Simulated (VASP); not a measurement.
# BeSO (P4/mmm) in VASP: a series of runs

BeSO is run at these levels: PBE; tasks: single point, relaxation of cell and atoms.

Everything below comes from runs of VASP 6.6.1. Logs are shortened: lines on timing, memory, paths and dates and some standing lists are left out, and cuts for length are marked.

## Step 1: The cell of the first run

The structure is tetragonal, space group P4/mmm (No. 123). The conventional cell has a = 3.335 Å, b = 3.335 Å, c = 3.777 Å, α = 90.00°, β = 90.00°, γ = 90.00°. Be (site symmetry 4/mmm) has 2 S at 1.89 Å within 2.5 Å. Within 2.5 Å of S (site symmetry 4/mmm) lie 2 Be at 1.89 Å and 4 O at 2.36 Å. O (site symmetry 4/mmm) has 4 S at 2.36 Å and 8 Be at 3.02 Å within 3.1 Å.

## Step 2: Single point, PBE, collinear spin, ferromagnetic start

File INCAR:

```
ALGO     = Normal         # electronic algorithm
EDIFF    = 1E-6           # SCF threshold, eV
ENCUT    = 600            # plane-wave cutoff, eV
GGA      = PE             # functional
GGA_COMPAT= False        
ISIF     = 2              # what is computed and relaxed
ISMEAR   = 0              # smearing method
ISPIN    = 2              # spin polarisation
LASPH    = True           # aspherical terms in the spheres
LCHARG   = False          # write CHGCAR
LORBIT   = 11             # projections on sites
LREAL    = False          # projectors in reciprocal space
LWAVE    = False          # write WAVECAR
MAGMOM   = 0 0 1          # initial moments
NBANDS   = 18             # bands
NELM     = 200            # most SCF steps
PREC     = Accurate       # precision mode
SIGMA    = 0.1            # smearing width, eV
```

File KPOINTS:

```
k-points
0
Gamma
  6 6 4
```

File POSCAR:

```
BeSO
1.0
    3.3350024030      0.0000000000      0.0000000000
    0.0000000000      3.3350024030      0.0000000000
    0.0000000000      0.0000000000      3.7774180960
Be S O
1 1 1
Direct
    0.0000000000      0.0000000000      0.5000000000
    0.0000000000      0.0000000000      0.0000000000
    0.5000000000      0.5000000000      0.0000000000
```

Potentials or basis: VASP PAW PBE potentials, release 64 (Be, S, O).

Started as:

```
> cat potpaw_PBE.64/Be/POTCAR potpaw_PBE.64/S/POTCAR potpaw_PBE.64/O/POTCAR > POTCAR
> mpirun -np 1 vasp_std > vasp.out
```

OUTCAR:

```text
EDIFF = 1E-6
   ENCUT = 600
   GGA = PE
   ISIF = 2
   ISMEAR = 0
   ISPIN = 2
   LASPH = True
   LORBIT = 11
   LREAL = False
   NELM = 200
   PREC = Accurate

 ion  position               nearest neighbor table
   1  0.000  0.000  0.500-   2 1.89   2 1.89
   2  0.000  0.000  0.000-   1 1.89   1 1.89   3 2.36   3 2.36   3 2.36   3 2.36
   3  0.500  0.500  0.000-   2 2.36   2 2.36   2 2.36   2 2.36

  LATTYP: Found a simple tetragonal cell.
 ALAT       =     3.3350024030
 C/A-ratio  =     1.1326582831

  Lattice vectors:

 A1 = (   3.3350024030,   0.0000000000,   0.0000000000)
 A2 = (   0.0000000000,   3.3350024030,   0.0000000000)
 A3 = (   0.0000000000,   0.0000000000,   3.7774180960)

Analysis of symmetry for initial positions (statically):
=====================================================================
 Subroutine PRICEL returns:
 Original cell was already a primitive cell.

 Routine SETGRP: Setting up the symmetry group for a
 simple tetragonal supercell.

 Subroutine GETGRP returns: Found 16 space group operations
 (whereof 16 operations were pure point group operations)
 out of a pool of 16 trial point group operations.

The static configuration has the point symmetry D_4h.

Analysis of symmetry for dynamics (positions and initial velocities):
=====================================================================
 Subroutine PRICEL returns:
 Original cell was already a primitive cell.

 Routine SETGRP: Setting up the symmetry group for a
 simple tetragonal supercell.

 Subroutine GETGRP returns: Found 16 space group operations
 (whereof 16 operations were pure point group operations)
 out of a pool of 16 trial point group operations.

The dynamic configuration has the point symmetry D_4h.

Analysis of structural, dynamic, and magnetic symmetry:
=====================================================================
 Subroutine PRICEL returns:
 Original cell was already a primitive cell.

 Routine SETGRP: Setting up the symmetry group for a
 simple tetragonal supercell.

 Subroutine GETGRP returns: Found 16 space group operations
 (whereof 16 operations were pure point group operations)
 out of a pool of 16 trial point group operations.

The overall configuration has the point symmetry D_4h.

 Subroutine INISYM returns: Found 16 space group operations
 (whereof 16 operations are pure point group operations),
 and found     1 'primitive' translations

[... 117 lines left out ...]
  volume/ion in A,a.u.               =      14.00        94.51
  Fermi-wavevector in a.u.,A,eV,Ry     =   1.134980  2.144802 17.526762  1.288181
  Thomas-Fermi vector in A             =   2.271685
   LORBIT       =     11    0 simple, 1 ext, 2 COOP (PROOUT), +10 PAW based schemes
   GGA     = PE    functional components
   LHFCALC =     F    Hartree Fock is set to
   AEXX    =    0.0000 exact exchange contribution
   IVDW    =     0    specifies the selected vdW correction
   LEPSILON=     F    determine dielectric tensor
   LRPA    =     F    only Hartree local field effects (RPA)
 spin polarized calculation
 Gauss-broadening in eV      SIGMA  =   0.10
  energy-cutoff  :      600.00
  volume of cell :       42.01
 maximum number of plane-waves:      1428
 NGX is ok and might be reduce to    28
   NGX = 13   NGY = 13   NGZ = 15

 number of electron      14.0000000 magnetization      -0.0008601

 number of electron      14.0000000 magnetization       0.0000032

 Free energy of the ion-electron system (eV)
  ---------------------------------------------------
  ext. energy  EPLUGINS =         0.00000000
  ---------------------------------------------------
  free energy    TOTEN  =       -11.26225971 eV

  energy without entropy =      -11.25932636  energy(sigma->0) =      -11.26079303

 E-fermi :   4.4349     XC(G=0):  -9.5044

 val. band max:        4.4217021635   @ k =   0.5000   0.5000   0.5000
 cond. band min:       4.4550345493   @ k =   0.3333   0.3333   0.5000
 fundamental gap:      0.0333323858
 Fermi energy:         4.4349368141

 spin component 1

 k-point     1 :       0.0000    0.0000    0.0000
  band No.  band energies     occupation
      1     -14.2501      1.00000
      2      -8.6409      1.00000
      3      -2.5178      1.00000
      4      -0.4919      1.00000
      5      -0.4919      1.00000
      6       2.7581      1.00000
[... 493 lines left out ...]
     17      20.2147      0.00000
     18      20.2871      0.00000

 [... further k-points ...]

 spin component 2

 k-point     1 :       0.0000    0.0000    0.0000
  band No.  band energies     occupation
      1     -14.2501      1.00000
      2      -8.6409      1.00000
      3      -2.5178      1.00000
      4      -0.4919      1.00000
      5      -0.4919      1.00000
      6       2.7580      1.00000
[... 493 lines left out ...]
     17      20.2147      0.00000
     18      20.2871      0.00000

 [... further k-points ...]
[... 5 lines left out ...]
  --------------------------------------------------------------------------------------
  -------------------------------------------------------------------------------------
  Total       -0.0499203     -0.0499203     -0.1649830      0.0000000      0.0000000     -0.0000000
  in kB       -1.9037093     -1.9037093     -6.2916193      0.0000000      0.0000000     -0.0000000
  external PRESSURE =      -3.3663460 kB  Pullay stress =       0.0000000 kB

 VOLUME and BASIS-vectors are now :
 -----------------------------------------------------------------------------
  energy-cutoff  :      600.00
  volume of cell :       42.01
      direct lattice vectors                 reciprocal lattice vectors
     3.335002403  0.000000000  0.000000000     0.299849859  0.000000000  0.000000000
     0.000000000  3.335002403  0.000000000     0.000000000  0.299849859  0.000000000
     0.000000000  0.000000000  3.777418096     0.000000000  0.000000000  0.264731087

 POSITION                                       TOTAL-FORCE (eV/Angst)
 -----------------------------------------------------------------------------------
      0.00000      0.00000      1.88871         0.000000      0.000000      0.000000
      0.00000      0.00000      0.00000         0.000000      0.000000      0.000000
      1.66750      1.66750      0.00000         0.000000      0.000000      0.000000
 -----------------------------------------------------------------------------------
    total drift:                                0.000000      0.000000     -0.000000

  FREE ENERGIE OF THE ION-ELECTRON SYSTEM (eV)
  ---------------------------------------------------
  free  energy   TOTEN  =       -11.2622597083 eV

  energy  without entropy=      -11.2593263588  energy(sigma->0) =      -11.26079303

 total charge

# of ion       s       p       d       tot
------------------------------------------
    1        0.409   0.583   0.000   0.991
    2        1.347   2.328   0.000   3.676
    3        1.629   3.119   0.000   4.748
--------------------------------------------------
tot          3.385   6.030   0.000   9.415

 magnetization (x)

# of ion       s       p       d       tot
------------------------------------------
    1        0.000   0.000   0.000   0.000
    2       -0.000  -0.000   0.000  -0.000
    3        0.000  -0.000   0.000  -0.000
--------------------------------------------------
tot          0.000  -0.000   0.000  -0.000
```

OSZICAR:

```text
N       E                     dE             d eps       ncg     rms          rms(c)
DAV:   1     0.474225335317E+02    0.47423E+02   -0.64179E+03  2160   0.723E+02
DAV:   2    -0.901868272217E+01   -0.56441E+02   -0.50879E+02  2828   0.157E+02
DAV:   3    -0.120212254451E+02   -0.30025E+01   -0.29743E+01  2710   0.326E+01
DAV:   4    -0.120405601784E+02   -0.19335E-01   -0.19323E-01  2870   0.306E+00
DAV:   5    -0.120407207557E+02   -0.16058E-03   -0.16056E-03  2674   0.283E-01    0.974E+00
DAV:   6    -0.115802426086E+02    0.46048E+00   -0.78859E+00  2352   0.128E+01    0.650E+00
DAV:   7    -0.112943540479E+02    0.28589E+00   -0.13746E+00  2490   0.565E+00    0.378E+00
DAV:   8    -0.112600223327E+02    0.34332E-01   -0.16688E-01  2646   0.238E+00    0.687E-01
DAV:   9    -0.112612699859E+02   -0.12477E-02   -0.80867E-03  2508   0.614E-01    0.236E-01
DAV:  10    -0.112619354607E+02   -0.66547E-03   -0.58646E-04  2534   0.173E-01    0.136E-01
DAV:  11    -0.112621185601E+02   -0.18310E-03   -0.80489E-05  2614   0.572E-02    0.914E-02
DAV:  12    -0.112622470340E+02   -0.12847E-03   -0.96735E-05  2484   0.554E-02    0.221E-02
DAV:  13    -0.112622581833E+02   -0.11149E-04   -0.11459E-05  2632   0.230E-02    0.910E-03
DAV:  14    -0.112622594702E+02   -0.12869E-05   -0.16991E-06  2546   0.852E-03    0.495E-03
DAV:  15    -0.112622597083E+02   -0.23803E-06   -0.26687E-07  1622   0.365E-03
   1 F= -.11262260E+02 E0= -.11260793E+02  d E =-.293335E-02  mag=     0.0000
```

stdout:

```text
POSCAR found type information on POSCAR BeS O
 POSCAR found :  3 types and       3 ions
 scaLAPACK will be used
 LDA part: xc-table for (Slater+PW92), standard interpolation
 POSCAR, INCAR and KPOINTS ok, starting setup
 FFT: planning ... GRIDC
 FFT: planning ... GRID_SOFT
 FFT: planning ... GRID
 WAVECAR not read
 entering main loop
```

Run time: 20 s. Hardware: 1 thread of Intel Xeon 6975P-C (Granite Rapids), shared host; peak memory 0.19 GiB.

Results:

```
Free energy                                           : -11.2623 eV
Pressure                                              : -0.3 GPa
Band gap on the k mesh                                : zero (filled and empty bands overlap)
Net moment                                            : 0.00 μB per cell
Valence electrons inside the program's atomic spheres : Be 0.99; S 3.68; O 4.75
```

Levels at points of the mesh, in eV from the Fermi level:
Spin up:
```csv
k point,band 5,band 6,band 7,band 8,band 9,band 10
"(0.00, 0.00, 0.00)",-4.93,-1.68,-0.32,0.85,0.85,5.48
"(0.50, 0.00, 0.00)",-3.00,-2.53,-2.38,-2.24,1.81,3.21
"(0.50, 0.50, 0.00)",-5.95,-2.19,0.98,0.98,3.83,4.83
"(0.00, 0.00, 0.50)",-4.63,-1.79,1.37,1.37,3.50,3.50
"(0.50, 0.00, 0.50)",-2.94,-2.86,-2.44,-1.59,1.53,4.21
"(0.50, 0.50, 0.50)",-6.24,-2.80,-0.01,-0.01,1.95,1.95
```
Spin down:
```tsv
k point	band 4	band 5	band 6	band 7	band 8	band 9	band 10	band 11
(0.00, 0.00, 0.00)	-4.93	-4.93	-1.68	-0.32	0.85	0.85	5.48	7.44
(0.50, 0.00, 0.00)	-4.02	-3.00	-2.53	-2.38	-2.24	1.81	3.21	7.95
(0.50, 0.50, 0.00)	-7.31	-5.95	-2.19	0.98	0.98	3.83	4.83	4.83
(0.00, 0.00, 0.50)	-4.63	-4.63	-1.79	1.37	1.37	3.50	3.50	5.13
(0.50, 0.00, 0.50)	-3.99	-2.94	-2.86	-2.44	-1.59	1.53	4.21	6.70
(0.50, 0.50, 0.50)	-6.81	-6.24	-2.80	-0.01	-0.01	1.95	1.95	6.73
```

Caveat: the k points lie up to 0.42 Å⁻¹ apart.

## Step 3: Single point, PBE, collinear spin, ferromagnetic start

This run uses another cell than the first one, of 16.29 Å³/atom, 1.163 times its volume.

File INCAR:

```
ALGO = Normal ; EDIFF = 1E-6
ENCUT = 600 ; GGA = PE
GGA_COMPAT = F ; ISIF = 2
ISMEAR = 0 ; ISPIN = 2
LASPH = T ; LCHARG = F
LORBIT = 11 ; LREAL = F
LWAVE = F ; MAGMOM = 0 0 1
NBANDS = 18 ; NELM = 200
PREC = Accurate ; SIGMA = 0.1
```

KPOINTS is that of step 2.

File POSCAR:

```
BeSO
1.0
    3.3353596700      0.0000000000      0.0000000000
    0.0000000000      3.3353596700      0.0000000000
    0.0000000000      0.0000000000      4.3920845300
Be S O
1 1 1
Direct
    0.0000000000      0.0000000000      0.5000000000
    0.0000000000      0.0000000000      0.0000000000
    0.5000000000      0.5000000000      0.0000000000
```

Potentials or basis: VASP PAW PBE potentials, release 64 (Be, S, O).

Started as:

```
> cat potpaw_PBE.64/Be/POTCAR potpaw_PBE.64/S/POTCAR potpaw_PBE.64/O/POTCAR > POTCAR
> mpirun -np 1 vasp_std > vasp.out
```

Wall time 33 s (1 thread of Intel Xeon 6975P-C (Granite Rapids), shared host); peak memory 0.21 GiB.

Results (log left out):

- Free energy: -10.5380 eV
- Pressure: -12.5 GPa
- Band gap on the k mesh: zero (filled and empty bands overlap)
- Net moment: 0.00 μB per cell
- Valence electrons inside the program's atomic spheres: Be 0.69; S 3.50; O 4.72

Stress tensor (GPa, compression positive):
```
 -7.21   0.00   0.00
  0.00  -7.21   0.00
  0.00   0.00 -23.14
```

Levels at points of the mesh, in eV from the Fermi level:
Spin up:
| k point | band 4 | band 5 | band 6 | band 7 | band 8 | band 9 | band 10 | band 11 |
| --- | --- | --- | --- | --- | --- | --- | --- | --- |
| (0.00, 0.00, 0.00) | -4.19 | -4.19 | -1.93 | -1.07 | 1.68 | 1.68 | 6.28 | 6.28 |
| (0.50, 0.00, 0.00) | -2.97 | -2.54 | -2.25 | -1.88 | -1.12 | 0.24 | 1.76 | 6.88 |
| (0.50, 0.50, 0.00) | -6.45 | -4.40 | -1.87 | 1.34 | 1.34 | 2.24 | 3.67 | 3.67 |
| (0.00, 0.00, 0.50) | -4.10 | -4.10 | -1.10 | 1.93 | 1.93 | 2.68 | 4.11 | 4.45 |
| (0.50, 0.00, 0.50) | -3.18 | -2.53 | -2.24 | -1.87 | -0.88 | 1.31 | 4.55 | 4.94 |
| (0.50, 0.50, 0.50) | -6.26 | -4.77 | -2.14 | 0.61 | 0.61 | 2.43 | 2.43 | 5.24 |
Spin down:
```
           k point  band 5  band 6  band 7  band 8  band 9  band 10
(0.00, 0.00, 0.00)   -4.19   -1.92   -1.07    1.68    1.68     6.28
(0.50, 0.00, 0.00)   -2.54   -2.25   -1.88   -1.12    0.24     1.76
(0.50, 0.50, 0.00)   -4.40   -1.87    1.35    1.35    2.24     3.68
(0.00, 0.00, 0.50)   -4.10   -1.10    1.93    1.93    2.68     4.11
(0.50, 0.00, 0.50)   -2.53   -2.24   -1.87   -0.88    1.31     4.55
(0.50, 0.50, 0.50)   -4.77   -2.14    0.61    0.61    2.43     2.43
```

(Part 1 of 3 ends here.)
